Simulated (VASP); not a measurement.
# NaCl: single point with PBE

Crystal: NaCl.

```
CELL_PARAMETERS angstrom
0.00000 3.05829 2.60521
3.05829 0.00000 2.60521
3.05829 3.05829 0.00000
ATOMIC_POSITIONS crystal
Na 0.00000 0.00000 0.00000
Cl 0.50000 0.50000 0.50000
```

This cell differs from its parent crystal: strain +0.080 along x and y, -0.080 along z.

- Program: VASP 6.6.1
- Task: single point
- Functional: PBE
- Potentials or basis: VASP PAW PBE potentials, release 64 (Na_pv, Cl)
- Cutoff: 520 eV
- k mesh: 8 × 8 × 8
- Occupations: gaussian, width 0.05 eV
- Spin: no spin polarisation

* Pressure: 0.3 GPa
* Band gap on the k mesh: 4.79 eV

Stress tensor (GPa, compression positive):
```
-1.80  0.00  0.00
 0.00 -1.80  0.00
 0.00  0.00  4.61
```

Levels at points of the mesh, in eV from the valence-band top:
```tsv
k point	band 3	band 4	band 5	band 6	band 7	band 8	band 9	band 10	band 11	band 12
(0.00, 0.00, 0.00)	-20.95	-12.56	-0.18	0.00	0.00	4.79	10.75	10.75	11.85	12.11
(0.50, 0.00, 0.00)	-20.96	-12.28	-1.76	-0.35	-0.24	7.06	9.91	10.04	11.78	14.42
(0.50, 0.50, 0.00)	-20.97	-12.20	-1.42	-0.75	-0.75	7.47	7.72	11.73	13.36	13.36
(0.50, 0.00, 0.50)	-20.96	-12.29	-1.52	-0.69	-0.26	7.35	8.41	10.22	13.56	14.26
```

Run time: 50 s on 1 thread of Intel Xeon 8259CL, with other jobs on the host, peak memory 0.18 GiB.

Caveat: the cell differs from its parent crystal (strain +0.080 along x and y, -0.080 along z); the stress differs along the axes, from -2 to 5 GPa. A k mesh can miss the band edges.
